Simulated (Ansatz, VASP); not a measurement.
## Ti in VASP and in Ansatz

```
Ti
1.0
     2.95000    0.00000    0.00000
    -1.47500    2.55477    0.00000
     0.00000    0.00000    4.68600
Ti
2
Cartesian
  0.0000 1.7032 1.1715
  1.4750 0.8516 3.5145
```

Alike in both runs: task relaxation of cell and atoms; functional PBEsol; k mesh 12 × 12 × 7; occupations fermi-dirac, width 0.1 eV; no spin polarisation.

|  | VASP | Ansatz |
| --- | --- | --- |
| version | VASP 6.6.1 | Ansatz 0.2.0 |
| potentials or method | VASP PAW PBE potentials, release 64 (Ti_sv), cutoff 600 eV | plane waves (420 eV) with PAW, scalar-relativistic |
| valence electrons in the cell | 24 | 24 |

|  | VASP | Ansatz | Ansatz less VASP |
| --- | --- | --- | --- |
| relaxed volume (Å³/atom) | 16.71 | 16.75 | +0.036 |
| relaxed cell length with the largest relative difference (Å) | 2.898 | 2.901 | +0.0025 |

VASP's potentials were made for PBE, not for PBEsol, and Ansatz warns of the same on its side.
